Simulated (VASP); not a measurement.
Wanted: the native input for a VASP 6.6.1 run.

| Quantity | Value |
| --- | --- |
| Task | single point |
| Functional | r2SCAN |
| Potentials or basis | VASP PAW PBE potentials, release 64 (Zr_sv, C) |
| Cutoff | 520 eV |
| k mesh | 16 × 16 × 16 |
| Occupations | gaussian, width 0.1 eV |
| Spin | no spin polarisation |
| Dipole correction | no |
| Further INCAR settings | ALGO = Normal; EDIFF = 1e-06; NBANDS = 15 |

Crystal: ZrC.

```
Zr C
1.0
     0.00000    2.35587    2.35587
     2.35587    0.00000    2.35587
     2.35587    2.35587    0.00000
Zr C
1 1
Direct
  0.50000 0.50000 0.50000
  0.00000 0.00000 0.00000
```

These files were run (other wordings do the same):

POSCAR

```
ZrC
1.0
    0.0000000000      2.3558747649      2.3558747649
    2.3558747649      0.0000000000      2.3558747649
    2.3558747649      2.3558747649      0.0000000000
Zr C
1 1
Direct
    0.5000000000      0.5000000000      0.5000000000
    0.0000000000      0.0000000000      0.0000000000
```

INCAR.step1

```
PREC     = Accurate       # precision mode
ENCUT    = 520            # plane-wave cutoff, eV
ISMEAR   = 0              # smearing method
SIGMA    = 0.1            # smearing width, eV
LREAL    = False          # projectors in reciprocal space
LASPH    = True           # aspherical terms in the spheres
NELM     = 100            # most SCF steps
NBANDS   = 15             # bands
GGA      = PE             # functional
ALGO     = Normal         # electronic algorithm
EDIFF    = 1E-4           # SCF threshold, eV
LWAVE    = True           # write WAVECAR
LCHARG   = False          # write CHGCAR
```

INCAR.step2

```
PREC     = Accurate       # precision mode
ENCUT    = 520            # plane-wave cutoff, eV
EDIFF    = 1E-6           # SCF threshold, eV
ISMEAR   = 0              # smearing method
SIGMA    = 0.1            # smearing width, eV
LREAL    = False          # projectors in reciprocal space
LASPH    = True           # aspherical terms in the spheres
NELM     = 100            # most SCF steps
ALGO     = Normal         # electronic algorithm
ISIF     = 2              # what is computed and relaxed
LWAVE    = False          # write WAVECAR
LCHARG   = False          # write CHGCAR
METAGGA  = R2SCAN         # meta-GGA
LMIXTAU  = True         
NBANDS   = 15             # bands
ISTART   = 1
```

KPOINTS

```
Automatic mesh
0
Gamma
  16 16 16
```

Potentials or basis: VASP PAW PBE potentials, release 64 (Zr_sv, C).

Run with:

```sh
$ cat potpaw_PBE.64/Zr_sv/POTCAR potpaw_PBE.64/C/POTCAR > POTCAR
$ cp INCAR.step1 INCAR
$ mpirun -np 1 vasp_std > vasp.out
$ cp INCAR.step2 INCAR
$ mpirun -np 1 vasp_std > vasp.out
```

It gave:

```json
{"Pressure": "0.2 GPa", "Band gap on the k mesh": "zero (band 8 reaches 10.49 eV, above the bottom of band 9 at 9.16 eV)"}
```

Caveat: the PAW data sets were made with another functional, which shifts forces and pressure a little.

It took 3 min on 1 thread of AMD EPYC 9R45 96-Core Processor (Zen 5), with other jobs on the host, peak memory 0.18 GiB.
